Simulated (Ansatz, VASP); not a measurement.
# GdO: VASP beside Ansatz

```
CELL_PARAMETERS angstrom
0.00000 2.70000 2.70000
2.70000 0.00000 2.70000
2.70000 2.70000 0.00000
ATOMIC_POSITIONS crystal
Gd 0.00000 0.00000 0.00000
O 0.25000 0.25000 0.25000
```

Alike in both runs: task relaxation of cell and atoms; functional PBEsol; dispersion D3(BJ); k mesh 9 × 9 × 9; occupations fermi-dirac, width 0.05 eV; collinear spin.

```csv
,VASP,Ansatz
version,VASP 6.6.1,Ansatz 0.2.0
potentials or method,"VASP PAW PBE potentials, release 64 (Gd, O)",Ansatz PAW
plane-wave cutoff (eV),600,420
valence electrons in the cell,24,24
```

Ansatz gave:

```
gap on the k mesh at the Fermi level, each at its own relaxed structure (eV) : none
net moment per atom (μB)                                                     : 3.75
size of the moment on the site where the two differ most (μB)                : 6.79
relaxed volume (Å³/atom)                                                     : 18.28
relaxed length of the cell vector where the two differ most in proportion (Å)              : 3.725
```

Problem. Estimate VASP's values.

Solution. gap on the k mesh at the Fermi level, each at its own relaxed structure (eV): none; net moment per atom (μB): 3.02; size of the moment on the site where the two differ most (μB): 6.43; relaxed volume (Å³/atom): 18.20; relaxed length of the cell vector where the two differ most in proportion (Å): 3.720.

The net moments are unlike, so the other rows may belong to different states. VASP's potentials were made for PBE, not for PBEsol. Site moments also hang on the region over which each program counts them. A gap of «none» marks a metal or a gap that the smearing closes.

Neither program's run includes spin-orbit coupling. Noted on Ansatz's run: the plane-wave basis is chosen anew once the cell has moved, so the energies of steps on either side of that aren't comparable.
